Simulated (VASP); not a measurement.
# Ir (Fm-3m) in VASP: notebook

The runs below take Ir through single point, with r2SCANh, PBE0, r2SCAN0.

Program: VASP 6.6.1. These are calculated values, not measurements. Logs are shortened: lines on timing, memory, paths and dates and some standing lists are left out, and cuts for length are marked.

### 1 The cell of the first run

It takes space group Fm-3m (No. 225, cubic). The conventional cell has a = 3.753 Å, b = 3.753 Å, c = 3.753 Å, α = 90.00°, β = 90.00°, γ = 90.00°. Ir (site symmetry m-3m) has 12 Ir at 2.65 Å within 3.5 Å.

### 2 Single point, r2SCANh

The input, POSCAR:

```
Ir
1.0
    0.0000000000      1.8764951499      1.8764951499
    1.8764951499      0.0000000000      1.8764951499
    1.8764951499      1.8764951499      0.0000000000
Ir
1
Direct
    0.0000000000      0.0000000000      0.0000000000
```

The input, INCAR.step1:

```
SYSTEM = Ir
  ALGO = Normal
  EDIFF = 1E-5
  ENCUT = 460
  GGA = PE
  GGA_COMPAT = .FALSE.
  ISIF = 2
  ISMEAR = -1
  LASPH = .TRUE.
  LREAL = .FALSE.
  LWAVE = .TRUE.
  NBANDS = 14
  NELM = 120
  PREC = Accurate
  SIGMA = 0.05
```

The input, INCAR.step2:

```
SYSTEM = Ir
  AEXX = 0.1
  ALGO = Normal
  EDIFF = 1E-6
  ENCUT = 460
  GGA_COMPAT = .FALSE.
  ISIF = 2
  ISMEAR = -1
  ISTART = 1
  LASPH = .TRUE.
  LCHARG = .TRUE.
  LELF = .TRUE.
  LHFCALC = .TRUE.
  LMIXTAU = .TRUE.
  LREAL = .FALSE.
  LVHAR = .TRUE.
  LWAVE = .FALSE.
  METAGGA = R2SCAN
  NBANDS = 14
  NELM = 120
  PREC = Accurate
  PRECFOCK = Normal
  SIGMA = 0.05
```

The input, KPOINTS:

```
k-points
0
G
  6 6 6
  0 0 0
```

Potentials or basis: VASP PAW PBE potentials, release 64 (Ir_sv_GW).

Run with:

```bash
> cat potpaw_PBE.64/Ir_sv_GW/POTCAR > POTCAR
> cp INCAR.step1 INCAR
> mpirun -np 1 vasp_std > vasp.out
> cp INCAR.step2 INCAR
> mpirun -np 1 vasp_std > vasp.out
```

OUTCAR:

```text
SYSTEM = Ir
   AEXX = 0.1
   EDIFF = 1E-6
   ENCUT = 460
   ISIF = 2
   ISMEAR = -1
   ISTART = 1
   LASPH = .TRUE.
   LHFCALC = .TRUE.
   LREAL = .FALSE.
   METAGGA = R2SCAN
   NELM = 120
   PREC = Accurate
   PRECFOCK = Normal

 ion  position               nearest neighbor table
   1  0.000  0.000  0.000-

  LATTYP: Found a face centered cubic cell.
 ALAT       =     3.7529902998

  Lattice vectors:

 A1 = (   0.0000000000,   1.8764951499,   1.8764951499)
 A2 = (   1.8764951499,   0.0000000000,   1.8764951499)
 A3 = (   1.8764951499,   1.8764951499,   0.0000000000)

Analysis of symmetry for initial positions (statically):
=====================================================================
 Subroutine PRICEL returns:
 Original cell was already a primitive cell.

 Routine SETGRP: Setting up the symmetry group for a
 face centered cubic supercell.

 Subroutine GETGRP returns: Found 48 space group operations
 (whereof 48 operations were pure point group operations)
 out of a pool of 48 trial point group operations.

The static configuration has the point symmetry O_h .

Analysis of symmetry for dynamics (positions and initial velocities):
=====================================================================
 Subroutine PRICEL returns:
 Original cell was already a primitive cell.

 Routine SETGRP: Setting up the symmetry group for a
 face centered cubic supercell.

 Subroutine GETGRP returns: Found 48 space group operations
 (whereof 48 operations were pure point group operations)
 out of a pool of 48 trial point group operations.

The dynamic configuration has the point symmetry O_h .

 Subroutine INISYM returns: Found 48 space group operations
 (whereof 48 operations are pure point group operations),
 and found     1 'primitive' translations

----------------------------------------------------------------------------------------

                                     Primitive cell

  volume of cell :      13.2152

  direct lattice vectors                    reciprocal lattice vectors
     0.000000000  1.876495150  1.876495150    -0.266454193  0.266454193  0.266454193
     1.876495150  0.000000000  1.876495150     0.266454193 -0.266454193  0.266454193
     1.876495150  1.876495150  0.000000000     0.266454193  0.266454193 -0.266454193

  length of vectors
     2.653764891  2.653764891  2.653764891     0.461512199  0.461512199  0.461512199

[... 85 lines left out ...]
   EFERMI_NEDOS =   21; number of points for ismear=-14 and -15
   IALGO  =     38    algorithm
   IMIX   =      1    mixing-type and parameters
     AMIX     =   0.40;   BMIX     =  1.00
     AMIX_MAG =   1.60;   BMIX_MAG =  1.00
  volume/ion in A,a.u.               =      13.22        89.18
  Fermi-wavevector in a.u.,A,eV,Ry     =   1.780466  3.364593 43.131275  3.170059
  Thomas-Fermi vector in A             =   2.845252
   LORBIT       =      0    0 simple, 1 ext, 2 COOP (PROOUT), +10 PAW based schemes
   METAGGA = R2SCAN    functional components
   LHFCALC =     T    Hartree Fock is set to
   PRECFOCK=normal    Normal, Fast or Accurate (Low or Medium for compatibility)
   ENCUT4O =  -1.0   cutoff for four orbital integrals eV
   NKREDX  =     1    reduce k-point grid by
   NKREDY  =     1    reduce k-point grid by
   NKREDZ  =     1    reduce k-point grid by
   AEXX    =    0.1000 exact exchange contribution
   HFSCREEN=    0.0000 screening length (either q_TF or 0.3 A-1)
   HFSCREENC=   0.0000 screening length for correlation (either q_TF or 0.3 A-1)
   ENCUTFOCK=  -1.0 apply spherical cutoff to Coloumb kernel
   IVDW    =     0    specifies the selected vdW correction
   LEPSILON=     F    determine dielectric tensor
   LRPA    =     F    only Hartree local field effects (RPA)
 non-spin polarized calculation
  energy-cutoff  :      460.00
  volume of cell :       13.22
 maximum number of plane-waves:       307
 NGX is ok and might be reduce to    20
  NGX = 14; NGY = 14; NGZ = 14

 number of electron      17.0000000 magnetization

 Free energy of the ion-electron system (eV)
  ---------------------------------------------------
  ext. energy  EPLUGINS =         0.00000000
  ---------------------------------------------------
  free energy    TOTEN  =       -48.81697075 eV

  energy without entropy =      -48.80862297  energy(sigma->0) =      -48.81279686

 E-fermi :  13.3120     XC(G=0): -14.9564

 val. band max:       13.2342554832   @ k =   0.5000   0.3333   0.1667
 cond. band min:      13.7527011846   @ k =   0.3333   0.0000   0.0000
 fundamental gap:      0.5184457014
 Fermi energy:        13.3120247398

 k-point     1 :       0.0000    0.0000    0.0000
  band No.  band energies     occupation
      1     -83.0576      2.00000
      2     -38.2853      2.00000
      3     -38.2853      2.00000
      4     -38.2853      2.00000
      5       1.0484      2.00000
      6       9.0396      2.00000
      7       9.0396      2.00000
      8       9.0396      2.00000
      9      12.1447      2.00000
     10      12.1447      2.00000
     11      28.4126      0.00000
     12      34.6715      0.00000
     13      34.6715      0.00000
     14      34.6715      0.00000
[... 241 lines left out ...]
      1     -82.9128      2.00000
      2     -39.1974      2.00000
      3     -38.8725      2.00000
      4     -38.7126      2.00000
      5       5.5410      2.00000
      6       6.2842      2.00000
      7      10.0939      2.00000
      8      12.4091      2.00000
      9      15.9634      0.00000
     10      21.9256      0.00000
     11      24.0356      0.00000
     12      25.9492      0.00000
     13      29.0727      0.00000
     14      40.9105      0.00000

------------------------ aborting loop because EDIFF is reached ----------------------------------------

  FORCE on cell =-STRESS in cart. coord.  units (eV):
  Direction    XX          YY          ZZ          XY          YZ          ZX
  --------------------------------------------------------------------------------------
  -------------------------------------------------------------------------------------
  Total        2.1285797      2.1285797      2.1285797      0.0000000      0.0000000      0.0000000
  in kB      258.0644336    258.0644336    258.0644336      0.0000000      0.0000000      0.0000000
  external PRESSURE =     258.0644336 kB  Pullay stress =       0.0000000 kB

 VOLUME and BASIS-vectors are now :
 -----------------------------------------------------------------------------
  energy-cutoff  :      460.00
  volume of cell :       13.22
      direct lattice vectors                 reciprocal lattice vectors
     0.000000000  1.876495150  1.876495150    -0.266454193  0.266454193  0.266454193
     1.876495150  0.000000000  1.876495150     0.266454193 -0.266454193  0.266454193
     1.876495150  1.876495150  0.000000000     0.266454193  0.266454193 -0.266454193

 POSITION                                       TOTAL-FORCE (eV/Angst)
 -----------------------------------------------------------------------------------
      0.00000      0.00000      0.00000        -0.000000      0.000000     -0.000000
 -----------------------------------------------------------------------------------
    total drift:                                0.000000      0.000000      0.000000

  FREE ENERGIE OF THE ION-ELECTRON SYSTEM (eV)
  ---------------------------------------------------
  free  energy   TOTEN  =       -48.8169707513 eV

  energy  without entropy=      -48.8086229669  energy(sigma->0) =      -48.81279686
```

OSZICAR.step1:

```text
N       E                     dE             d eps       ncg     rms          rms(c)
DAV:   1     0.994041435979E+02    0.99404E+02   -0.10993E+04   464   0.118E+03
DAV:   2    -0.887120402496E+01   -0.10828E+03   -0.10336E+03   556   0.374E+02
DAV:   3    -0.101935991978E+02   -0.13224E+01   -0.13200E+01   478   0.385E+01
DAV:   4    -0.101952633486E+02   -0.16642E-02   -0.16641E-02   538   0.161E+00
DAV:   5    -0.101952660047E+02   -0.26561E-05   -0.26544E-05   464   0.596E-02    0.777E+01
DAV:   6    -0.930787938199E+01    0.88739E+00   -0.11055E+00   472   0.115E+01    0.422E+01
DAV:   7    -0.921442735078E+01    0.93452E-01   -0.43947E-01   484   0.685E+00    0.599E+00
DAV:   8    -0.919734793312E+01    0.17079E-01   -0.60160E-02   460   0.308E+00    0.297E-01
DAV:   9    -0.919733645216E+01    0.11481E-04   -0.62860E-04   484   0.270E-01    0.168E-01
DAV:  10    -0.919727755389E+01    0.58898E-04   -0.89824E-05   484   0.136E-01    0.202E-02
DAV:  11    -0.919727627975E+01    0.12741E-05   -0.44405E-06   230   0.270E-02
   1 F= -.91972763E+01 E0= -.91922806E+01  d E =-.999145E-02
```

It took 11 min on 1 thread of Intel Xeon Platinum 8488C (Sapphire Rapids), shared host; peak memory 0.14 GiB.

What came out:

```yaml
Free_energy: -48.8170 eV
Pressure: 25.8 GPa
Band_gap_on_the_k_mesh: zero (an odd number of electrons rules out a gap without spin polarisation)
```

Levels at points of the mesh, in eV from the Fermi level:
```csv
k point,band 6,band 7,band 8,band 9,band 10,band 11
"(0.00, 0.00, 0.00)",-4.27,-4.27,-4.27,-1.17,-1.17,15.10
"(0.50, 0.00, 0.00)",-4.49,-4.49,-0.48,1.89,1.89,9.62
"(0.50, 0.50, 0.00)",-8.39,1.66,2.56,2.63,2.63,13.37
```

Caveat: the k points lie up to 0.48 Å⁻¹ apart, too coarse for converged energies and pressures of a metal; the PAW data sets were made with another functional, which shifts forces and pressure a little; spin-orbit coupling is left out, which moves the levels of the heavy elements.

### 3 Single point, PBE0

This run uses another cell than the first one, of 13.78 Å³/atom.

The input, POSCAR:

```
Ir
1.0
    0.0000000000      1.9027432368      1.9027432368
    1.9027432368      0.0000000000      1.9027432368
    1.9027432368      1.9027432368      0.0000000000
Ir
1
Direct
    0.0000000000      0.0000000000      0.0000000000
```

The input, INCAR.step1:

```
SYSTEM = Ir
PREC = Accurate ; ENCUT = 420
EDIFF = 1E-5 ; ISMEAR = -1
SIGMA = 0.05 ; LREAL = .False.
LASPH = .True. ; NELM = 120
ALGO = Normal ; ISIF = 2
LWAVE = .True. ; LCHARG = .False.
GGA = PE ; NBANDS = 14
GGA_COMPAT = .False.
```

The input, INCAR.step2:

```
SYSTEM = Ir
PREC = Accurate ; ENCUT = 420
EDIFF = 1E-6 ; ISMEAR = -1
SIGMA = 0.05 ; LREAL = .False.
LASPH = .True. ; NELM = 120
ALGO = Normal ; ISIF = 2
LWAVE = .False. ; LCHARG = .False.
GGA = PE ; LHFCALC = .True.
AEXX = 0.25 ; PRECFOCK = Normal
ISTART = 1 ; NBANDS = 14
GGA_COMPAT = .False.
```

The input, KPOINTS:

```
Automatic mesh
0
Gamma
  6 6 6
  0 0 0
```

Potentials or basis: VASP PAW PBE potentials, release 64 (Ir_sv_GW).

Run with:

```bash
> cat potpaw_PBE.64/Ir_sv_GW/POTCAR > POTCAR
> cp INCAR.step1 INCAR
> mpirun -np 1 vasp_std > vasp.out
> cp INCAR.step2 INCAR
> mpirun -np 1 vasp_std > vasp.out
```

Wall time 5.9 min (1 thread of AMD EPYC 9R45 (Zen 5), shared host); peak memory 0.1 GiB.

Results (log left out):

| Quantity | Value |
| --- | --- |
| Free energy | -9.9262 eV |
| Pressure | 5.0 GPa |
| Band gap on the k mesh | zero (an odd number of electrons rules out a gap without spin polarisation) |

Levels at points of the mesh, in eV from the Fermi level:
```
           k point  band 4  band 5  band 6  band 7  band 8  band 9  band 10  band 11  band 12  band 13
(0.00, 0.00, 0.00)  -52.20  -12.25   -4.43   -4.43   -4.43   -1.48    -1.48    15.59    21.51    21.51
(0.50, 0.00, 0.00)  -52.34   -9.11   -4.67   -4.67   -0.62    2.21     2.21     9.78    15.25    21.73
(0.50, 0.50, 0.00)  -52.59   -9.10   -8.38    1.78    2.86    2.92     2.92    13.31    13.68    13.68
```

Caveat: the k points lie up to 0.48 Å⁻¹ apart, too coarse for converged energies and pressures of a metal; the PAW data sets were made with another functional, which shifts forces and pressure a little; spin-orbit coupling is left out, which moves the levels of the heavy elements.

### 4 Single point, r2SCAN0

This run uses another cell than the first one, of 14.06 Å³/atom.

The input, POSCAR:

```
Ir
1.0
    0.0000000000      1.9156000000      1.9156000000
    1.9156000000      0.0000000000      1.9156000000
    1.9156000000      1.9156000000      0.0000000000
Ir
1
Direct
    0.0000000000      0.0000000000      0.0000000000
```

The input, INCAR.step1:

```
SYSTEM = Ir
PREC     = Accurate       ! precision mode
ENCUT    = 460            ! plane-wave cutoff, eV
EDIFF    = 1E-5           ! SCF threshold, eV
ISMEAR   = -1             ! smearing method
SIGMA    = 0.05           ! smearing width, eV
LREAL    = .FALSE.        ! projectors in reciprocal space
LASPH    = .TRUE.         ! aspherical terms in the spheres
NELM     = 120            ! most SCF steps
ALGO     = Normal         ! electronic algorithm
ISIF     = 2              ! what is computed and relaxed
LWAVE    = .TRUE.         ! write WAVECAR
LCHARG   = .FALSE.        ! write CHGCAR
GGA      = PE             ! functional
NBANDS   = 14             ! bands
GGA_COMPAT= .FALSE.
```

The input, INCAR.step2:

```
SYSTEM = Ir
PREC     = Accurate       ! precision mode
ENCUT    = 460            ! plane-wave cutoff, eV
EDIFF    = 1E-6           ! SCF threshold, eV
ISMEAR   = -1             ! smearing method
SIGMA    = 0.05           ! smearing width, eV
LREAL    = .FALSE.        ! projectors in reciprocal space
LASPH    = .TRUE.         ! aspherical terms in the spheres
NELM     = 120            ! most SCF steps
ALGO     = Normal         ! electronic algorithm
ISIF     = 2              ! what is computed and relaxed
LWAVE    = .FALSE.        ! write WAVECAR
LCHARG   = .FALSE.        ! write CHGCAR
METAGGA  = R2SCAN         ! meta-GGA
LHFCALC  = .TRUE.         ! exact exchange
AEXX     = 0.25           ! exact-exchange fraction
LMIXTAU  = .TRUE.       
PRECFOCK = Normal       
ISTART   = 1            
NBANDS   = 14             ! bands
GGA_COMPAT= .FALSE.
```

The input, KPOINTS:

```
Automatic mesh
0
G
  6 6 6
  0 0 0
```

Run with:

```bash
> cat potpaw_PBE.64/Ir_sv_GW/POTCAR > POTCAR
> cp INCAR.step1 INCAR
> mpirun -np 1 vasp_std > vasp.out
> cp INCAR.step2 INCAR
> mpirun -np 1 vasp_std > vasp.out
```

Run time: 11 min. Hardware: 1 thread of AMD EPYC 7R13 (Zen 3), shared host; peak memory 0.11 GiB.

Results (log left out):

- Free energy: -42.9806 eV
- Pressure: -9.0 GPa
- Band gap on the k mesh: zero (an odd number of electrons rules out a gap without spin polarisation)

Levels at points of the mesh, in eV from the Fermi level:
```csv
k point,band 4,band 5,band 6,band 7,band 8,band 9,band 10,band 11,band 12,band 13
"(0.00, 0.00, 0.00)",-53.19,-12.39,-4.42,-4.42,-4.42,-1.54,-1.54,16.07,22.07,22.07
"(0.50, 0.00, 0.00)",-53.34,-9.16,-4.69,-4.69,-0.58,2.16,2.16,9.79,15.80,22.19
"(0.50, 0.50, 0.00)",-53.57,-9.10,-8.39,1.68,2.84,2.89,2.89,13.37,13.94,13.94
```

Caveat: the k points lie up to 0.47 Å⁻¹ apart, too coarse for converged energies and pressures of a metal; the PAW data sets were made with another functional, which shifts forces and pressure a little; spin-orbit coupling is left out, which moves the levels of the heavy elements.

### 5 The runs side by side

| level | cell | cutoff (eV) | share of exact exchange | gap on the mesh (eV) | pressure (GPa) |
| --- | --- | --- | --- | --- | --- |
| r2SCANh | a = 2.654 Å, angles 60.0°, 1 atom | 460 | 0.1 | none | 25.8 |
| PBE0 | a = 2.691 Å, angles 60.0°, 1 atom | 420 | 0.25 | none | 5.0 |
| r2SCAN0 | a = 2.709 Å, angles 60.0°, 1 atom | 460 | 0.25 | none | -9.0 |

Alike in all rows: task single point; potentials or basis VASP PAW PBE potentials, release 64 (Ir_sv_GW); no spin polarisation; k mesh 6 × 6 × 6; smearing fermi-dirac 0.05 eV.

Caveats: all runs use coarse meshes; the PAW data sets were made with another functional, which shifts forces and pressure a little; spin-orbit coupling is left out, which moves the levels of the heavy elements.

Absolute energies hang on the potentials; compare differences alone.

The gap in the log of VASP goes by the Fermi energy; the results here count the filled bands.